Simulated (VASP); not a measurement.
# Si (P6/mmm) in VASP: a series of runs, part 2 of 2

VASP 6.6.1. The steps go on from the part before.

### 3 Relaxation of cell and atoms, PBE

This run uses another cell than the first one, of 13.12 Å³/atom.

Contents of INCAR:

```
PREC = Accurate ; ENCUT = 600
EDIFF = 1E-6 ; ISMEAR = -1
SIGMA = 0.15 ; LREAL = F
LASPH = T ; NELM = 60
ALGO = Normal ; ISIF = 3
LWAVE = F ; LCHARG = F
GGA = PE ; IBRION = 2
NSW = 50 ; EDIFFG = -0.01
```

Contents of KPOINTS:

```
Automatic mesh
0
Gamma
  20 20 18
```

Contents of POSCAR:

```
Si
1.0
    2.5270000000      0.0000000000      0.0000000000
   -1.2635000000      2.1884460000      0.0000000000
    0.0000000000      0.0000000000      2.3730000000
Si
1
Direct
    0.0000000000      0.0000000000      0.0000000000
```

Potentials or basis: VASP PAW PBE potentials, release 64 (Si).

Started as:

```sh
> cat potpaw_PBE.64/Si/POTCAR > POTCAR
> mpirun -np 1 vasp_std > vasp.out
```

OUTCAR:

```text
PREC = Accurate
   ENCUT = 600
   EDIFF = 1E-6
   ISMEAR = -1
   LREAL = F
   LASPH = T
   NELM = 60
   ISIF = 3
   GGA = PE
   IBRION = 2
   NSW = 50
   EDIFFG = -0.01

 ion  position               nearest neighbor table
   1  0.000  0.000  0.000-

  LATTYP: Found a hexagonal cell.
 ALAT       =     2.5270000000
 C/A-ratio  =     0.9390581717

  Lattice vectors:

 A1 = (   2.5270000000,   0.0000000000,   0.0000000000)
 A2 = (  -1.2635000000,   2.1884460000,   0.0000000000)
 A3 = (   0.0000000000,   0.0000000000,   2.3730000000)

Analysis of symmetry for initial positions (statically):
=====================================================================
 Subroutine PRICEL returns:
 Original cell was already a primitive cell.

 Routine SETGRP: Setting up the symmetry group for a
 hexagonal supercell.

 Subroutine GETGRP returns: Found 24 space group operations
 (whereof 24 operations were pure point group operations)
 out of a pool of 24 trial point group operations.

The static configuration has the point symmetry D_6h.

Analysis of symmetry for dynamics (positions and initial velocities):
=====================================================================
 Subroutine PRICEL returns:
 Original cell was already a primitive cell.

 Routine SETGRP: Setting up the symmetry group for a
 hexagonal supercell.

 Subroutine GETGRP returns: Found 24 space group operations
 (whereof 24 operations were pure point group operations)
 out of a pool of 24 trial point group operations.

The dynamic configuration has the point symmetry D_6h.

 Subroutine INISYM returns: Found 24 space group operations
 (whereof 24 operations are pure point group operations),
 and found     1 'primitive' translations

----------------------------------------------------------------------------------------

                                     Primitive cell

  volume of cell :      13.1232

  direct lattice vectors                    reciprocal lattice vectors
     2.527000000  0.000000000  0.000000000     0.395726157  0.228472624  0.000000000
[... 88 lines left out ...]
   IBRION =      2    ionic relax: 0-MD 1-quasi-New 2-CG
   NFREE  =      1    steps in history (QN), initial steepest desc. (CG)
   ISIF   =      3    stress and relaxation
   ISYM   =      2    0-nonsym 1-usesym 2-fastsym
   POTIM  = 0.5000    time-step for ionic-motion
   TEBEG  =    0.0;   TEEND  =   0.0 temperature during run
   PSTRESS=    0.0 pullay stress
   NELECT =       4.0000    total number of electrons
   NUPDOWN=      -1.0000    fix difference up-down
   EMIN   =  10.00;   EMAX   =-10.00  energy-range for DOS
   EFERMI =   0.00;   METHOD = LEGACY
   ISMEAR =    -1;   SIGMA  =   0.15  broadening in eV -4-tet -1-fermi 0-gaus
   EFERMI_NEDOS =   21; number of points for ismear=-14 and -15
   IALGO  =     38    algorithm
   IMIX   =      4    mixing-type and parameters
     AMIX     =   0.40;   BMIX     =  1.00
     AMIX_MAG =   1.60;   BMIX_MAG =  1.00
  volume/ion in A,a.u.               =      13.12        88.56
  Fermi-wavevector in a.u.,A,eV,Ry     =   1.101747  2.082000 16.515385  1.213847
  Thomas-Fermi vector in A             =   2.238179
   LORBIT       =      0    0 simple, 1 ext, 2 COOP (PROOUT), +10 PAW based schemes
   GGA     = PE    functional components
   LHFCALC =     F    Hartree Fock is set to
   AEXX    =    0.0000 exact exchange contribution
   IVDW    =     0    specifies the selected vdW correction
   LEPSILON=     F    determine dielectric tensor
   LRPA    =     F    only Hartree local field effects (RPA)
 conjugate gradient relaxation of ions
 non-spin polarized calculation
  energy-cutoff  :      600.00
  volume of cell :       13.12
 maximum number of plane-waves:       450
   NGX = 11   NGY = 11   NGZ =  9

--------------------------------------- Ionic step        1  -------------------------------------------

 number of electron       4.0000000 magnetization

 Free energy of the ion-electron system (eV)
  ---------------------------------------------------
  ext. energy  EPLUGINS =         0.00000000
  ---------------------------------------------------
  free energy    TOTEN  =        -5.02004497 eV

  energy without entropy =       -4.99563436  energy(sigma->0) =       -5.00783966

 E-fermi :  11.2191     XC(G=0): -11.5260

 val. band max:       11.1575694783   @ k =   0.2500   0.1000   0.2222
 cond. band min:      11.2348913537   @ k =   0.3500   0.2000   0.5000
 fundamental gap:      0.0773218754
 Fermi energy:        11.2190528538

 k-point     1 :       0.0000    0.0000    0.0000
  band No.  band energies     occupation
      1      -3.9704      2.00000
      2      18.8002      0.00000
      3      20.1023      0.00000
      4      22.8011      0.00000
      5      22.8011      0.00000
      6      23.9102      0.00000
[... 451 lines left out ...]
--------------------------------------- Ionic step        8  -------------------------------------------

 number of electron       4.0000000 magnetization

 Free energy of the ion-electron system (eV)
  ---------------------------------------------------
  ext. energy  EPLUGINS =         0.00000000
  ---------------------------------------------------
  free energy    TOTEN  =        -5.13196857 eV

  energy without entropy =       -5.10582300  energy(sigma->0) =       -5.11889578

 E-fermi :   9.3289     XC(G=0): -10.9506

 val. band max:        9.3252166943   @ k =   0.2500   0.0500   0.0000
 cond. band min:       9.3360380510   @ k =   0.3500   0.1500   0.4444
 fundamental gap:      0.0108213567
 Fermi energy:         9.3288783639

 k-point     1 :       0.0000    0.0000    0.0000
  band No.  band energies     occupation
      1      -4.5599      2.00000
      2      16.8758      0.00000
      3      17.3792      0.00000
      4      19.2215      0.00000
      5      19.2215      0.00000
      6      21.3976      0.00000
[... 235 lines left out ...]
  FREE ENERGIE OF THE ION-ELECTRON SYSTEM (eV)
  ---------------------------------------------------
  free  energy   TOTEN  =        -5.1319685674 eV

  energy  without entropy=       -5.1058229986  energy(sigma->0) =       -5.11889578

 reached required accuracy - stopping structural energy minimisation
```

OSZICAR:

```text
N       E                     dE             d eps       ncg     rms          rms(c)
DAV:   1    -0.606485683909E+00   -0.60649E+00   -0.20385E+03  5640   0.587E+02
DAV:   2    -0.499055590657E+01   -0.43841E+01   -0.41243E+01  7308   0.475E+01
DAV:   3    -0.503121969668E+01   -0.40664E-01   -0.40431E-01  6486   0.499E+00
[... 47 lines left out ...]
DAV:   4    -0.513196492734E+01    0.25626E-07   -0.23460E-08  2844   0.172E-03
   7 F= -.51319649E+01 E0= -.51188829E+01  d E =-.206021E-04
       N       E                     dE             d eps       ncg     rms          rms(c)
DAV:   1    -0.513196924504E+01   -0.42921E-05   -0.64310E-05  5748   0.447E-02    0.703E-03
DAV:   2    -0.513196856736E+01    0.67768E-06   -0.42662E-07  4164   0.644E-03
   8 F= -.51319686E+01 E0= -.51188958E+01  d E =-.242421E-04
```

CONTCAR:

```text
Si
   1.00000000000000
     2.6537809033480939    0.0000000000000000    0.0000000000000000
    -1.3268904516740470    2.2982414533365123   -0.0000000000000000
     0.0000000000000000   -0.0000000000000000    2.4765660872307049
  Si
     1
Direct
     0.0000000000000000    0.0000000000000000    0.0000000000000000

  0.00000000E+00  0.00000000E+00  0.00000000E+00
```

It took 42 s on 1 thread of Intel Xeon 6975P-C (Granite Rapids), shared host; peak memory 0.15 GiB.

What came out:

```
Free energy                           : -5.1320 eV
Relaxed volume                        : 15.10 Å³/atom
Relaxed cell                          : a = 2.654 Å, b = 2.654 Å, c = 2.477 Å, α = 90.00°, β = 90.00°, γ = 120.00°
Space group after relaxing (to 0.1 Å) : P6/mmm (No. 191)
Energy gained by relaxing             : 111.9 meV/atom
Ionic steps                           : 8
Pressure after relaxing               : 0.0 GPa
Band gap on the k mesh                : zero (bands 2 and 3 overlap by 11.37 eV)
```

The path:
```csv
step,energy change (eV),largest force (eV/Å),pressure (GPa),volume (Å³)
1,0.0000,0.0000,20.66,13.12
2,-0.0684,0.0000,-8.12,16.61
3,-0.1112,0.0000,-0.01,15.09
4,-0.1111,0.0000,0.29,15.05
5,-0.1119,0.0000,0.24,15.07
6,-0.1119,0.0000,0.24,15.07
7,-0.1119,0.0000,-0.09,15.12
8,-0.1119,0.0000,-0.03,15.10
```

Final structure:
```
Si
1.0
     2.65378    0.00000    0.00000
    -1.32689    2.29824    0.00000
     0.00000    0.00000    2.47657
Si
1
Direct
  0.00000 0.00000 0.00000
```

Caveat: the volume moved by over 15 % at a fixed basis, so the end points are rough.
